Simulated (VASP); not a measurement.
Wanted: the native input for a VASP 6.6.1 run.

| Property | Result |
| --- | --- |
| Task | single point |
| Functional | PBE |
| Potentials or basis | VASP PAW PBE potentials, release 64 (Mg, F) |
| Cutoff | 600 eV |
| k mesh | 6 × 6 × 8 |
| Occupations | fermi-dirac, width 0.02 eV |
| Spin | no spin polarisation |
| Dipole correction | no |
| Further INCAR settings | ALGO = Normal; EDIFF = 1e-06; NBANDS = 25 |

The structure of MgF2 lies in POSCAR:

```
MgF2
1.0
    4.8068966344      0.0000000000      0.0000000000
    0.0000000000      4.8068966344      0.0000000000
    0.0000000000      0.0000000000      3.1679562299
Mg F
2 4
Direct
    0.0000000000      0.0000000000      0.0000000000
    0.5000000000      0.5000000000      0.5000000000
    0.3061403296      0.3061403296      0.0000000000
    0.1938596704      0.8061403296      0.5000000000
    0.8061403296      0.1938596704      0.5000000000
    0.6938596704      0.6938596704      0.0000000000
```

This cell differs from its parent crystal: strain +4.0%.

These files were run (other wordings do the same):

INCAR

```
SYSTEM = MgF2
PREC     = Accurate       ! precision mode
ENCUT    = 600            ! plane-wave cutoff, eV
EDIFF    = 1E-6           ! SCF threshold, eV
ISMEAR   = -1             ! smearing method
SIGMA    = 0.02           ! smearing width, eV
LREAL    = .False.        ! projectors in reciprocal space
LASPH    = .True.         ! aspherical terms in the spheres
NELM     = 120            ! most SCF steps
ALGO     = Normal         ! electronic algorithm
ISIF     = 2              ! what is computed and relaxed
LWAVE    = .False.        ! write WAVECAR
LCHARG   = .True.         ! write CHGCAR
GGA      = PE             ! functional
LELF     = .True.         ! ELF
LVHAR    = .True.       
NBANDS   = 25             ! bands
GGA_COMPAT= .False.
```

KPOINTS

```
regular mesh
0
Gamma
  6 6 8
  0 0 0
```

Potentials or basis: VASP PAW PBE potentials, release 64 (Mg, F).

Run with:

```bash
$ cat potpaw_PBE.64/Mg/POTCAR potpaw_PBE.64/F/POTCAR > POTCAR
$ mpirun -np 1 vasp_std > vasp.out
```

It gave:

The pressure is -6.3 GPa and the largest force is 0.031 eV/Å. The band gap on the k mesh is 6.36 eV.

Caveat: the cell differs from its parent crystal (strain +4.0%); the cell stands under tension; the structure was generated, so it needn't be the stable form of MgF2.

Wall time 110 s on 1 thread of Oxide Virtual Turin-like Processor, with other jobs on the host, peak memory 0.22 GiB.
